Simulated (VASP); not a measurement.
Runs of VASP 6.6.1 on Ag. The structure is that of space group P6_3/mmc (No. 194), or close to it. The cells are those of the table. This isn't the form of Ag at room conditions, which is fcc.

```csv
task,cell,k mesh,cutoff (eV),smearing,gap on the mesh (eV),pressure (GPa)
single point,"a = 2.871, b = 2.871, c = 9.338 Å, angles 90.0, 90.0, 120.0°, 4 atoms",18 × 18 × 4,520,gaussian 0.1 eV,none,(a)
single point,"a = 2.871, b = 2.871, c = 9.338 Å, angles 90.0, 90.0, 120.0°, 4 atoms",12 × 12 × 4,520,gaussian 0.15 eV,none,-0.1
single point,"a = 2.920, b = 2.920, c = 11.019 Å, angles 90.0, 90.0, 120.0°, 4 atoms",18 × 18 × 4,520,gaussian 0.1 eV,none,-11.7
relaxation of shape and atoms at fixed volume,"relaxed from a = 2.927, b = 2.927, c = 9.521 Å, angles 90.0, 90.0, 120.0°, 4 atoms",18 × 18 × 4,600,gaussian 0.1 eV,none,-6.0
relaxation of shape and atoms at fixed volume,"relaxed from a = 2.899, b = 2.899, c = 9.431 Å, angles 90.0, 90.0, 120.0°, 4 atoms",18 × 18 × 4,600,gaussian 0.1 eV,none,-3.4
```

Alike in all rows: level PBEsol; potentials or basis VASP PAW PBE potentials, release 64 (Ag); no spin polarisation.

Task: Fill in the values left out.

Result: (a) -0.3.

Caveats: the PAW data sets were made with another functional, which shifts forces and pressure a little; the relaxation stopped at its first step, so nothing moved (at least some runs); the cell stands under tension (at least some runs).

A k mesh can miss the band edges, and the runs leave out spin-orbit coupling on Ag.

A gap of «none» marks levels without a gap at the run's occupations.
